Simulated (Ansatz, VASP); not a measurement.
YHg in VASP and in Ansatz

```
Y Hg
1.0
     3.65729    0.00000    0.00000
     0.00000    3.65729    0.00000
     0.00000    0.00000    3.65729
Y Hg
1 1
Direct
  0.50000 0.50000 0.50000
  0.00000 0.00000 0.00000
```

Change from the starting cell: volume scaled by 0.98.

Alike in both runs: task single point; functional LDA; k mesh 11 × 11 × 11; occupations fermi-dirac, width 0.08 eV; no spin polarisation.

```csv
,VASP,Ansatz
version,VASP 6.6.1,Ansatz 0.2.0
potentials or method,"VASP PAW LDA potentials, release 64 (Y_sv, Hg), cutoff 520 eV","all-electron LAPW, scalar-relativistic"
```

```csv
,VASP,Ansatz,Ansatz less VASP
pressure (GPa),-1.9,-2.1,-0.22
```

LDA's correlation is that of Perdew and Zunger in VASP and of Perdew and Wang (1992) in Ansatz. Ansatz ran all-electron here, and VASP with PAW potentials.

Neither program's run includes spin-orbit coupling.
